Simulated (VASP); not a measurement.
# MgCd3S4 (I4/mmm) in VASP: single point with PBE

Aim: the single point of MgCd3S4 with PBE.

All numbers are computed with VASP 6.6.1; they aren't measurements. Logs are shortened: lines on timing, memory, paths and dates and some standing lists are left out, and cuts for length are marked.

### 1 The cell of the first run

The structure is tetragonal, space group I4/mmm (No. 139). Conventional cell: a = 5.436 Å, b = 5.436 Å, c = 10.896 Å, α = 90.00°, β = 90.00°, γ = 90.00°. Within 3.5 Å of Mg (site symmetry 4/mmm) lie 6 S at 2.63 to 2.72 Å. Within 3.6 Å of Cd (site symmetry 4/mmm) lie 6 S at 2.72 to 2.81 Å. Within 3.6 Å of Cd (site symmetry -4m2) lie 6 S at 2.72 Å. S (site symmetry 4mm) has 1 Mg at 2.63 Å and 5 Cd at 2.72 to 2.81 Å within 3.5 Å. Within 3.6 Å of S (site symmetry mmm) lie 2 Mg at 2.72 Å and 4 Cd at 2.72 Å.

### 2 Single point, PBE

Contents of INCAR:

```
  PREC = Accurate
  ENCUT = 520
  EDIFF = 1E-7
  ISMEAR = 0
  SIGMA = 0.01
  LREAL = False
  LASPH = True
  NELM = 100
  ALGO = Normal
  ISIF = 2
  LWAVE = False
  LCHARG = False
  GGA = PE
  NBANDS = 41
```

Contents of KPOINTS:

```
Automatic mesh
0
Gamma
  10 10 10
```

Contents of POSCAR:

```
MgCd3S4
1.0
   -2.7181393649      2.7181393649      5.4482011687
    2.7181393649     -2.7181393649      5.4482011687
    2.7181393649      2.7181393649     -5.4482011687
Mg Cd S
1 3 4
Direct
    0.0000000000      0.0000000000      0.0000000000
    0.5000000000      0.5000000000      0.0000000000
    0.7500000000      0.2500000000      0.5000000000
    0.2500000000      0.7500000000      0.5000000000
    0.7582586614      0.7582586614      0.0000000000
    0.2417413386      0.2417413386      0.0000000000
    0.5000000000      0.0000000000      0.5000000000
    0.0000000000      0.5000000000      0.5000000000
```

Potentials or basis: VASP PAW PBE potentials, release 64 (Mg, Cd, S).

Run with:

```sh
cat potpaw_PBE.64/Mg/POTCAR potpaw_PBE.64/Cd/POTCAR potpaw_PBE.64/S/POTCAR > POTCAR
mpirun -np 1 vasp_std > vasp.out
```

OUTCAR:

```text
PREC = Accurate
   ENCUT = 520
   EDIFF = 1E-7
   ISMEAR = 0
   LREAL = False
   LASPH = True
   NELM = 100
   ISIF = 2
   GGA = PE

 ion  position               nearest neighbor table
   1  0.000  0.000  0.000-   5 2.63   6 2.63   7 2.72   8 2.72   8 2.72   7 2.72
   2  0.500  0.500  0.000-   7 2.72   8 2.72   7 2.72   8 2.72   5 2.81   6 2.81
   3  0.750  0.250  0.500-   5 2.72   6 2.72   5 2.72   6 2.72   7 2.72   8 2.72
   4  0.250  0.750  0.500-   5 2.72   6 2.72   5 2.72   6 2.72   7 2.72   8 2.72
   5  0.758  0.758  0.000-   1 2.63   3 2.72   4 2.72   3 2.72   4 2.72   2 2.81
   6  0.242  0.242  0.000-   1 2.63   4 2.72   3 2.72   3 2.72   4 2.72   2 2.81
   7  0.500  0.000  0.500-   1 2.72   2 2.72   2 2.72   1 2.72   3 2.72   4 2.72
   8  0.000  0.500  0.500-   1 2.72   2 2.72   1 2.72   2 2.72   3 2.72   4 2.72

  LATTYP: Found a body centered tetragonal cell.
 ALAT       =     5.4362787298
 C/A-ratio  =     2.0043862500

  Lattice vectors:

 A1 = (  -2.7181393649,   2.7181393649,   5.4482011687)
 A2 = (   2.7181393649,  -2.7181393649,   5.4482011687)
 A3 = (   2.7181393649,   2.7181393649,  -5.4482011687)

Analysis of symmetry for initial positions (statically):
=====================================================================
 Subroutine PRICEL returns:
 Original cell was already a primitive cell.

 Routine SETGRP: Setting up the symmetry group for a
 body centered tetragonal supercell.

 Subroutine GETGRP returns: Found 16 space group operations
 (whereof 16 operations were pure point group operations)
 out of a pool of 16 trial point group operations.

The static configuration has the point symmetry D_4h.

Analysis of symmetry for dynamics (positions and initial velocities):
=====================================================================
 Subroutine PRICEL returns:
 Original cell was already a primitive cell.

 Routine SETGRP: Setting up the symmetry group for a
 body centered tetragonal supercell.

 Subroutine GETGRP returns: Found 16 space group operations
 (whereof 16 operations were pure point group operations)
 out of a pool of 16 trial point group operations.

The dynamic configuration has the point symmetry D_4h.

 Subroutine INISYM returns: Found 16 space group operations
 (whereof 16 operations are pure point group operations),
 and found     1 'primitive' translations

----------------------------------------------------------------------------------------

                                     Primitive cell

  volume of cell :     161.0114

  direct lattice vectors                    reciprocal lattice vectors
    -2.718139365  2.718139365  5.448201169     0.000000000  0.183949361  0.091773410
     2.718139365 -2.718139365  5.448201169     0.183949361  0.000000000  0.091773410
     2.718139365  2.718139365 -5.448201169     0.183949361  0.183949361  0.000000000

  length of vectors
     6.667792677  6.667792677  6.667792677     0.205571706  0.205571706  0.260143681

  position of ions in fractional coordinates (direct lattice)
     0.000000000  0.000000000  0.000000000
     0.500000000  0.500000000  0.000000000
     0.750000000  0.250000000  0.500000000
     0.250000000  0.750000000  0.500000000
     0.758258661  0.758258661  0.000000000
     0.241741339  0.241741339  0.000000000
     0.500000000  0.000000000  0.500000000
     0.000000000  0.500000000  0.500000000

  ion indices of the primitive-cell ions
   primitive index   ion index
                 1           1
                 2           2
                 3           3
                 4           4
                 5           5
                 6           6
                 7           7
                 8           8

----------------------------------------------------------------------------------------

 KPOINTS: Automatic mesh

Automatic generation of k-mesh.
 Grid dimensions read from file:
 generate k-points for:   10   10   10

 Generating k-lattice:

  Cartesian coordinates                     Fractional coordinates (reciprocal lattice)
     0.000000000  0.018394936  0.009177341     0.100000000  0.000000000  0.000000000
     0.018394936  0.000000000  0.009177341     0.000000000  0.100000000  0.000000000
     0.018394936  0.018394936  0.000000000     0.000000000  0.000000000  0.100000000

  Length of vectors
     0.020557171  0.020557171  0.026014368

  Shift w.r.t. Gamma in fractional coordinates (k-lattice)
     0.000000000  0.000000000  0.000000000

 Subroutine IBZKPT returns following result:
 ===========================================

 Found    102 irreducible k-points:

 Following reciprocal coordinates:
            Coordinates               Weight
  0.000000  0.000000  0.000000      1.000000
  0.100000  0.000000  0.000000      8.000000
  0.200000  0.000000  0.000000      8.000000
  0.300000 -0.000000  0.000000      8.000000
  0.400000  0.000000  0.000000      8.000000
  0.500000  0.000000  0.000000      4.000000
[... 16 lines left out ...]
  0.300000  0.300000  0.000000      8.000000
  0.400000  0.300000  0.000000     16.000000
 [... further k-points ...]
   k-points           NKPTS =    102   k-points in BZ     NKDIM =    102   number of bands    NBANDS=     41
   number of dos      NEDOS =    301   number of ions     NIONS =      8
   total plane-waves  NPLWV = 125000
   dimension x,y,z NGX =    50 NGY =   50 NGZ =   50
   dimension x,y,z NGXF=   100 NGYF=  100 NGZF=  100
   ions per type =               1   3   4
   NGX,Y,Z   is equivalent  to a cutoff of  12.47, 12.47, 12.47 a.u.
   NGXF,Y,Z  is equivalent  to a cutoff of  24.93, 24.93, 24.93 a.u.
 SYSTEM =  unknown system
   PREC   = accura    normal or accurate (medium, high low for compatibility)
   ISTART =      0    job   : 0-new  1-cont  2-samecut
   ICHARG =      2    charge: 1-file 2-atom 10-const
   ISPIN  =      1    spin polarized calculation?
   LNONCOLLINEAR =      F non collinear calculations
   LSORBIT =      F    spin-orbit coupling
   LASPH  =      T    aspherical Exc in radial PAW
   ENCUT  =  520.0 eV  38.22 Ry    6.18 a.u.  12.40 12.40 12.40*2*pi/ulx,y,z
   NELM   =    100;   NELMIN=  2; NELMDL= -5     # of ELM steps
   EDIFF  = 0.1E-06   stopping-criterion for ELM
   LREAL  =      F    real-space projection
   EDIFFG = 0.1E-05   stopping-criterion for IOM
   NSW    =      0    number of steps for IOM
   IBRION =     -1    ionic relax: 0-MD 1-quasi-New 2-CG
   NFREE  =      0    steps in history (QN), initial steepest desc. (CG)
   ISIF   =      2    stress and relaxation
   ISYM   =      2    0-nonsym 1-usesym 2-fastsym
   POTIM  = 0.5000    time-step for ionic-motion
   TEBEG  =    0.0;   TEEND  =   0.0 temperature during run
   PSTRESS=    0.0 pullay stress
   NELECT =      62.0000    total number of electrons
   NUPDOWN=      -1.0000    fix difference up-down
   EMIN   =  10.00;   EMAX   =-10.00  energy-range for DOS
   EFERMI =   0.00;   METHOD = LEGACY
   ISMEAR =     0;   SIGMA  =   0.01  broadening in eV -4-tet -1-fermi 0-gaus
   EFERMI_NEDOS =   21; number of points for ismear=-14 and -15
   IALGO  =     38    algorithm
   IMIX   =      4    mixing-type and parameters
     AMIX     =   0.40;   BMIX     =  1.00
     AMIX_MAG =   1.60;   BMIX_MAG =  1.00
  volume/ion in A,a.u.               =      20.13       135.82
  Fermi-wavevector in a.u.,A,eV,Ry     =   1.191022  2.250706 19.300327  1.418534
  Thomas-Fermi vector in A             =   2.327093
   LORBIT       =      0    0 simple, 1 ext, 2 COOP (PROOUT), +10 PAW based schemes
   GGA     = PE    functional components
   LHFCALC =     F    Hartree Fock is set to
   AEXX    =    0.0000 exact exchange contribution
   IVDW    =     0    specifies the selected vdW correction
   LEPSILON=     F    determine dielectric tensor
   LRPA    =     F    only Hartree local field effects (RPA)
 non-spin polarized calculation
 Gauss-broadening in eV      SIGMA  =   0.01
  energy-cutoff  :      520.00
  volume of cell :      161.01
 maximum number of plane-waves:      4360
 NGX is ok and might be reduce to    50
   NGX = 25   NGY = 25   NGZ = 25

 number of electron      61.9999998 magnetization

 Free energy of the ion-electron system (eV)
  ---------------------------------------------------
  ext. energy  EPLUGINS =         0.00000000
  ---------------------------------------------------
  free energy    TOTEN  =       -25.99805931 eV

  energy without entropy =      -25.99805931  energy(sigma->0) =      -25.99805931

 E-fermi :   3.1593     XC(G=0): -10.1508

 val. band max:        3.1026274275   @ k =   0.5000   0.5000   0.0000
 cond. band min:       3.3488429645   @ k =   0.5000   0.5000   0.5000
 fundamental gap:      0.2462155370
 Fermi energy:         3.1593101540

 k-point     1 :       0.0000    0.0000    0.0000
  band No.  band energies     occupation
      1      -9.7241      2.00000
      2      -8.7183      2.00000
      3      -8.6873      2.00000
      4      -8.5097      2.00000
      5      -4.6999      2.00000
      6      -4.6702      2.00000
[... 33 lines left out ...]
     40      10.4394      0.00000
     41      10.8679      0.00000

 k-point     2 :       0.1000    0.0000    0.0000
  band No.  band energies     occupation
      1      -9.6878      2.00000
      2      -8.7170      2.00000
      3      -8.6781      2.00000
      4      -8.5183      2.00000
      5      -4.7023      2.00000
      6      -4.6666      2.00000
[... 33 lines left out ...]
     40      10.6596      0.00000
     41      11.0380      0.00000

 k-point     3 :       0.2000    0.0000    0.0000
  band No.  band energies     occupation
      1      -9.5826      2.00000
      2      -8.7135      2.00000
      3      -8.6650      2.00000
      4      -8.5397      2.00000
      5      -4.7076      2.00000
      6      -4.6595      2.00000
[... 875 lines left out ...]
      2      -8.7149      2.00000
      3      -8.6879      2.00000
      4      -8.6124      2.00000
      5      -4.7864      2.00000
      6      -4.7509      2.00000
[... 33 lines left out ...]
     40      10.0166      0.00000
     41      10.0591      0.00000

 k-point    24 :       0.4000    0.3000    0.0000
  band No.  band energies     occupation
      1      -8.8770      2.00000
      2      -8.7962      2.00000
      3      -8.6736      2.00000
      4      -8.5858      2.00000
      5      -4.8488      2.00000
      6      -4.8028      2.00000
[... 33 lines left out ...]
     40       9.6730      0.00000
     41       9.9883      0.00000

 [... further k-points ...]

------------------------ aborting loop because EDIFF is reached ----------------------------------------

  FORCE on cell =-STRESS in cart. coord.  units (eV):
  Direction    XX          YY          ZZ          XY          YZ          ZX
  --------------------------------------------------------------------------------------
  -------------------------------------------------------------------------------------
  Total        0.2376477      0.2376477      0.2791072      0.0000000      0.0000000      0.0000000
  in kB        2.3647632      2.3647632      2.7773144      0.0000000      0.0000000      0.0000000
  external PRESSURE =       2.5022803 kB  Pullay stress =       0.0000000 kB

 VOLUME and BASIS-vectors are now :
 -----------------------------------------------------------------------------
  energy-cutoff  :      520.00
  volume of cell :      161.01
      direct lattice vectors                 reciprocal lattice vectors
    -2.718139365  2.718139365  5.448201169     0.000000000  0.183949361  0.091773410
     2.718139365 -2.718139365  5.448201169     0.183949361  0.000000000  0.091773410
     2.718139365  2.718139365 -5.448201169     0.183949361  0.183949361  0.000000000

 POSITION                                       TOTAL-FORCE (eV/Angst)
 -----------------------------------------------------------------------------------
      0.00000      0.00000      0.00000         0.000000      0.000000      0.000000
      0.00000      0.00000      5.44820         0.000000      0.000000      0.000000
      0.00000      2.71814      2.72410         0.000000      0.000000     -0.000000
      2.71814      0.00000      2.72410         0.000000      0.000000      0.000000
      0.00000      0.00000      8.26229        -0.000000     -0.000000      0.026660
      0.00000      0.00000      2.63411        -0.000000     -0.000000     -0.026660
      0.00000      2.71814      0.00000         0.000000      0.000000      0.000000
      2.71814      0.00000      0.00000         0.000000      0.000000      0.000000
 -----------------------------------------------------------------------------------
    total drift:                               -0.000000      0.000000      0.000000

  FREE ENERGIE OF THE ION-ELECTRON SYSTEM (eV)
  ---------------------------------------------------
  free  energy   TOTEN  =       -25.9980593078 eV

  energy  without entropy=      -25.9980593078  energy(sigma->0) =      -25.99805931
```

It took 17 min on 1 thread of Intel Xeon Platinum 8488C (Sapphire Rapids), shared host; peak memory 0.74 GiB.

Results:

| Property | Result |
| --- | --- |
| Free energy | -25.9981 eV |
| Pressure | 0.3 GPa |
| Largest force | 0.027 eV/Å |
| Band gap on the k mesh | 0.25 eV (least direct gap 1.16 eV) |

Forces on the atoms (eV/Å):
```
Mg   0.000  0.000  0.000
Cd   0.000  0.000  0.000
Cd   0.000  0.000  0.000
Cd   0.000  0.000  0.000
S    0.000  0.000  0.027
S    0.000  0.000 -0.027
S    0.000  0.000  0.000
S    0.000  0.000  0.000
```
